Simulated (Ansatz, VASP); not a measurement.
# One calculation of Hf, two programs

File INCAR:

```
ALGO = Normal
EDIFF = 1E-6
ENCUT = 520
GGA = CA
ISIF = 2
ISMEAR = -1
LASPH = T
LCHARG = T
LELF = T
LREAL = F
LVHAR = T
LWAVE = F
NBANDS = 11
NELM = 100
PREC = Accurate
SIGMA = 0.03
```

File KPOINTS:

```
k-points
0
Gamma
  13 13 13
```

File POSCAR:

```
Hf
1.0
    0.0000000000      2.1899963220      2.1899963220
    2.1899963220      0.0000000000      2.1899963220
    2.1899963220      2.1899963220      0.0000000000
Hf
1
Direct
    0.0000000000      0.0000000000      0.0000000000
```

Input for Ansatz:

```yaml
crystal:
  lattice:
    - [0.0, 2.189996322, 2.189996322]
    - [2.189996322, 0.0, 2.189996322]
    - [2.189996322, 2.189996322, 0.0]
  atoms:
    - { symbol: Hf, position: [0.0, 0.0, 0.0] }
kpoints:
  mp_grid: { grid: [13, 13, 13] }
  band_path:
    path:
      - [0.0, 0.0, 0.0]
      - [0.5, 0.0, 0.5]
      - [0.625, 0.25, 0.625]
      - [0.375, 0.375, 0.75]
      - [0.0, 0.0, 0.0]
      - [0.5, 0.5, 0.5]
      - [0.5, 0.25, 0.75]
      - [0.5, 0.0, 0.5]
    npoints: 5
scf:
  occupations: { method: fermi_dirac, width: 0.03 }
hamiltonian:
  xc: lda
  pseudopotentials: { kind: all_electron, lapw: { basis_error: 0.001 } }
output:
  forces: true
  stress: true
  eigenvalues: true
```

Change from the starting cell: volume scaled by 0.96.

Alike in both runs: task single point; functional LDA; k mesh 13 × 13 × 13; occupations fermi-dirac, width 0.03 eV; no spin polarisation.

```csv
,VASP,Ansatz
version,VASP 6.6.1,Ansatz 0.2.0
potentials or method,"VASP PAW LDA potentials, release 64 (Hf_pv), cutoff 520 eV","all-electron LAPW, scalar-relativistic"
```

Ansatz gave:

```
pressure (GPa) : -1.2
```

Problem. Estimate VASP's values.

Solution. Pressure (GPa): -1.1.

LDA's correlation is that of Perdew and Zunger in VASP and of Perdew and Wang (1992) in Ansatz. Ansatz ran all-electron here, and VASP with PAW potentials.

Neither program's run includes spin-orbit coupling.
